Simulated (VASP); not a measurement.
Input of a VASP 6.6.1 run:

INCAR

```
PREC = Accurate
ENCUT = 600
EDIFF = 1E-6
ISMEAR = 0
SIGMA = 0.1
LREAL = False
LASPH = True
NELM = 200
ALGO = Normal
ISIF = 2
LWAVE = False
LCHARG = True
ISPIN = 2
MAGMOM = 0.92 0.92 0 0 0 0
LORBIT = 11
LMAXMIX = 4
GGA = PE
LVHAR = True
NBANDS = 38
GGA_COMPAT = False
KPAR = 4
```

Contents of KPOINTS:

```
Automatic mesh
0
Gamma
  8 8 12
```

The input POSCAR:

```
VO2
1.0
    4.5837936911      0.0000000000      0.0000000000
    0.0000000000      4.5832365969      0.0000000000
    0.0000000000      0.0000000000      2.8383716473
V O
2 4
Direct
    0.0000000000      0.0000000000      0.5000000000
    0.5000000000      0.5000000000      0.0000000000
    0.3000396724      0.2999427323      0.5000000000
    0.6999603276      0.7000572677      0.5000000000
    0.1999603276      0.7999427323      0.0000000000
    0.8000396724      0.2000572677      0.0000000000
```

Potentials or basis: VASP PAW PBE potentials, release 64 (V_sv, O).

Launch:

```sh
$ cat potpaw_PBE.64/V_sv/POTCAR potpaw_PBE.64/O/POTCAR > POTCAR
$ mpirun -np 4 vasp_std > vasp.out
```

Problem. Predict the net moment.

Solution. 2.00 μB per cell.

Problem. Estimate the band gap on the k mesh.

Solution. Zero (filled and empty bands overlap).

Stress tensor (GPa, compression positive):
```
0.43 0.00 0.00
0.00 0.43 0.00
0.00 0.00 0.80
```

Caveat: semilocal functionals often make such compounds metallic where correlation or magnetic order opens a gap, which also shifts bond lengths. With open d or f shells a metallic result of PBE can be an artefact of self-interaction; +U or a hybrid may open a gap.
